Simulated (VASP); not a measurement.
CaO, 2 atoms in the cell. Symmetry: F-43m, No. 216, cubic system. Conventional cell: a = 5.243 Å, b = 5.243 Å, c = 5.243 Å, α = 90.00°, β = 90.00°, γ = 90.00°. Ca (site symmetry -43m) has 4 O at 2.27 Å within 3.0 Å. O (site symmetry -43m) has 4 Ca at 2.27 Å within 3.0 Å. 

- Program: VASP 6.6.1
- Task: relaxation of cell and atoms
- Functional: r2SCAN
- Potentials or basis: VASP PAW PBE potentials, release 64 (Ca_sv, O)
- Cutoff: 600 eV
- k mesh: 8 × 8 × 8
- Occupations: fermi-dirac, width 0.02 eV
- Spin: no spin polarisation
- Dipole correction: no
- Further INCAR settings: ALGO = Normal; EDIFF = 1e-06; IBRION = 2; EDIFFG = -0.005; NSW = 80; ISIF = 3

Potentials or basis: VASP PAW PBE potentials, release 64 (Ca_sv, O).

Command:

```console
$ cat potpaw_PBE.64/Ca_sv/POTCAR potpaw_PBE.64/O/POTCAR > POTCAR
$ cp INCAR.step1 INCAR
$ mpirun -np 1 vasp_std > vasp.out
$ cp INCAR.step2 INCAR
$ mpirun -np 1 vasp_std > vasp.out
```

Hardware: 1 thread of AMD EPYC 9R45 (Zen 5), with other jobs on the host.

Question: Estimate the wall time of this run.

Answer: Run time: 77 s on 1 thread of AMD EPYC 9R45 (Zen 5), on a shared host, peak memory 0.16 GiB. Counts: k points 29, ion steps 3.
